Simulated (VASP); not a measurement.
Set up this calculation in VASP 6.6.1, as the native input.

- Task: relaxation of cell and atoms
- Functional: PBEsol
- Dispersion: D3(BJ)
- Potentials or basis: VASP PAW PBE potentials, release 64 (Bi_d, S)
- Cutoff: 600 eV
- k mesh: 7 × 7 × 7
- Occupations: fermi-dirac, width 0.05 eV
- Spin: no spin polarisation
- Dipole correction: no
- Further INCAR settings: ALGO = Normal; EDIFF = 1e-06; IBRION = 2; EDIFFG = -0.01; NSW = 60; ISIF = 3

The structure of BiS lies in POSCAR:

```
BiS
1.0
    4.0029443400      0.0000000000      0.0000000000
    0.0000000000      4.0029443400      0.0000000000
    0.0000000000      0.0000000000      4.0029443400
Bi S
1 1
Direct
    0.5000000000      0.5000000000      0.5000000000
    0.0000000000      0.0000000000      0.0000000000
```

One way to write it, as run:

INCAR

```
SYSTEM = BiS
PREC     = Accurate       ! precision mode
ENCUT    = 600            ! plane-wave cutoff, eV
EDIFF    = 1E-6           ! SCF threshold, eV
ISMEAR   = -1             ! smearing method
SIGMA    = 0.05           ! smearing width, eV
LREAL    = .False.        ! projectors in reciprocal space
LASPH    = .True.         ! aspherical terms in the spheres
NELM     = 100            ! most SCF steps
ALGO     = Normal         ! electronic algorithm
ISIF     = 3              ! what is computed and relaxed
LWAVE    = .False.        ! write WAVECAR
LCHARG   = .False.        ! write CHGCAR
GGA      = PS             ! functional
IVDW     = 12             ! dispersion correction
IBRION   = 2              ! ionic algorithm
NSW      = 60             ! ionic steps
EDIFFG   = -0.01          ! ionic threshold
```

KPOINTS

```
Automatic mesh
0
Gamma
  7 7 7
  0 0 0
```

Potentials or basis: VASP PAW PBE potentials, release 64 (Bi_d, S).

Command:

```bash
$ cat potpaw_PBE.64/Bi_d/POTCAR potpaw_PBE.64/S/POTCAR > POTCAR
$ mpirun -np 1 vasp_std > vasp.out
```

It gave:

```json
{"Relaxed volume": "21.23 Å³/atom", "Relaxed cell": "a = 3.489 Å, b = 3.489 Å, c = 3.489 Å, α = 90.00°, β = 90.00°, γ = 90.00°", "Space group after relaxing (to 0.05 Å)": "Pm-3m (No. 221)", "Energy gained by relaxing": "717.3 meV/atom", "Ionic steps": "15", "Pressure after relaxing": "0.0 GPa", "Dispersion energy per atom": "-0.459 eV"}
```

Caveat: the volume moved by over 15 % at a fixed basis, so the end points are rough; the PAW data sets were made with another functional, which shifts forces and pressure a little; pairwise dispersion overbinds metals, which lowers pressure and volume.

Run time: 110 s on 1 thread of Intel Xeon 6975P-C (shared host), peak memory 0.21 GiB.
